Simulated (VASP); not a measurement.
A run of VASP 6.6.1 is set up as follows.

The input INCAR:

```
ALGO = Normal
EDIFF = 1E-8
ENCUT = 520
GGA = PE
IBRION = 8
ISIF = 2
ISMEAR = -1
LASPH = T
LCHARG = F
LREAL = F
LWAVE = F
NBANDS = 15
NELM = 60
NSW = 1
PREC = Accurate
SIGMA = 0.15
```

KPOINTS

```
k-points
0
Gamma
  20 20 20
```

File POSCAR:

```
ZrC
1.0
    0.0000000000      2.3545050581      2.3545050581
    2.3545050581      0.0000000000      2.3545050581
    2.3545050581      2.3545050581      0.0000000000
Zr C
1 1
Direct
    0.5000000000      0.5000000000      0.5000000000
    0.0000000000      0.0000000000      0.0000000000
```

Potentials or basis: VASP PAW PBE potentials, release 64 (Zr_sv, C).

Launch:

```console
$ cat potpaw_PBE.64/Zr_sv/POTCAR potpaw_PBE.64/C/POTCAR > POTCAR
$ mpirun -np 1 vasp_std > vasp.out
```

(1) Estimate the highest phonon frequency at Γ.

Results:

(1) 421 cm⁻¹.
